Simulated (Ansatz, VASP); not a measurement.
Al: VASP beside Ansatz

```
CELL_PARAMETERS angstrom
2.93150 0.00000 0.00000
-1.46575 2.53875 0.00000
0.00000 0.00000 7.86840
ATOMIC_POSITIONS crystal
Al 0.00000 0.00000 0.00000
Al 0.33333 0.66667 0.25000
Al 0.00000 0.00000 0.50000
Al 0.66667 0.33333 0.75000
```

Alike in both runs: task single point; functional PBEsol; dispersion D3(BJ); k mesh 18 × 18 × 6; occupations gaussian, width 0.15 eV; no spin polarisation.

|  | VASP | Ansatz |
| --- | --- | --- |
| version | VASP 6.6.1 | Ansatz 0.2.0 |
| potentials or method | VASP PAW PBE potentials, release 64 (Al), cutoff 520 eV | scalar-relativistic, plane waves, PAW |
| valence electrons in the cell | 12 | 12 |

Ansatz gave:

```
gap on the k mesh at the Fermi level (eV)                     : none
pressure (GPa)                                                : 11.6
traceless stress, the component that is largest in VASP (GPa) : 15.05
```

**Question.** Which values does VASP return?

**Answer.** gap on the k mesh at the Fermi level (eV): none; pressure (GPa): 11.7; traceless stress, the component that is largest in VASP (GPa): 15.15.

VASP's potentials were made for PBE, not for PBEsol, and Ansatz warns of the same on its side. A gap of «none» marks a metal or a gap that the smearing closes.
